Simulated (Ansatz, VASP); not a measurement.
## MgZn2O3: VASP beside Ansatz

```
Mg Zn O
1.0
     3.01820    0.00000    0.00000
    -1.50910    2.61384    0.00000
     0.00000    0.00000    7.36987
Mg Zn O
1 2 3
Direct
  0.00000 0.00000 0.00000
  0.33333 0.66667 0.66956
  0.66667 0.33333 0.33044
  0.33333 0.66667 0.15890
  0.66667 0.33333 0.84110
  0.00000 0.00000 0.50000
```

Alike in both runs: functional BLYP; dispersion D3(BJ); k mesh 12 × 12 × 4; no spin polarisation.

Ansatz relaxed the structure, and its values are those at the end. VASP's run is a single point on that final structure, the one shown.

|  | VASP | Ansatz |
| --- | --- | --- |
| version | VASP 6.6.1 | Ansatz 0.2.0 |
| potentials or method | VASP PAW PBE potentials, release 64 (Mg, Zn, O), cutoff 520 eV | plane waves, PAW |
| occupations | gaussian, width 0.01 eV | fixed |
| valence electrons in the cell | 44 | 52 |

|  | VASP | Ansatz | Ansatz less VASP |
| --- | --- | --- | --- |
| pressure (GPa) | 0.6 | 0.0 | -0.58 |
| rms of the force components (eV/Å) | 0.022 | 0.001 | -0.0214 |

VASP's potentials were made for PBE, not for BLYP. VASP's potentials hold 44 valence electrons a cell and Ansatz's 52, so a difference there can come from the potentials and not from the codes.
